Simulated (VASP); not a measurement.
Runs of VASP 6.6.1 on MgO. The structure is that of space group P6_3mc (No. 186), or close to it. The cells are those of the table. 

| level | cell | smearing | gap on the mesh (eV) | pressure (GPa) | largest force (eV/Å) |
| --- | --- | --- | --- | --- | --- |
| PBE | a = 3.124, b = 3.124, c = 4.783 Å, angles 90.0, 90.0, 120.0°, 4 atoms | fermi-dirac 0.02 eV | 4.43 | 31.0 | 0.01 |
| r2SCAN | a = 3.124, b = 3.124, c = 4.783 Å, angles 90.0, 90.0, 120.0°, 4 atoms | gaussian 0.01 eV | 5.14 | 26.4 | 0.01 |
| r2SCAN | a = 3.288, b = 3.288, c = 5.034 Å, angles 90.0, 90.0, 120.0°, 4 atoms | gaussian 0.01 eV | 4.21 | -0.5 | - |
| r2SCAN | a = 3.124, b = 3.124, c = 5.308 Å, angles 90.0, 90.0, 120.0°, 4 atoms | gaussian 0.01 eV | (a) | 7.5 | - |
| PBE | a = 3.288, b = 3.295, c = 5.034 Å, angles 90.0, 90.0, 120.2°, 4 atoms | fermi-dirac 0.02 eV | 3.54 | (b) | 0.01 |

Alike in all rows: task single point; potentials or basis VASP PAW PBE potentials, release 64 (Mg, O); no spin polarisation; k mesh 12 × 12 × 6; cutoff (eV) 520.

Question: Fill in the values left out.

Answer: (a) 4.64; (b) 3.5.

Caveats: the PAW data sets were made with another functional, which shifts forces and pressure a little (some runs).

A k mesh can miss the band edges.
